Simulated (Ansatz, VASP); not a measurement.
# Ba in VASP and in Ansatz

```xyz
1
Lattice="3.9506 0.0000 0.0000 -1.9753 3.4213 0.0000 0.0000 0.0000 4.6614" Properties=species:S:1:pos:R:3 pbc="T T T"
Ba    0.0000    0.0000    0.0000
```

Alike in both runs: task single point; functional PBE; k mesh 15 × 15 × 14; occupations gaussian, width 0.15 eV; no spin polarisation.

|  | VASP | Ansatz |
| --- | --- | --- |
| version | VASP 6.6.1 | Ansatz 0.2.0 |
| potentials or method | VASP PAW PBE potentials, release 64 (Ba_sv), cutoff 520 eV | scalar-relativistic, plane waves, PAW |
| valence electrons in the cell | 10 | 10 |

```tsv
	VASP	Ansatz	Ansatz less VASP
gap on the k mesh at the Fermi level (eV)	none	none	-
pressure (GPa)	0.8	0.7	-0.10
traceless stress, the component that is largest in VASP (GPa)	-3.89	-3.81	+0.074
```

A gap of «none» marks a metal or a gap that the smearing closes.

Spin-orbit coupling is off throughout.
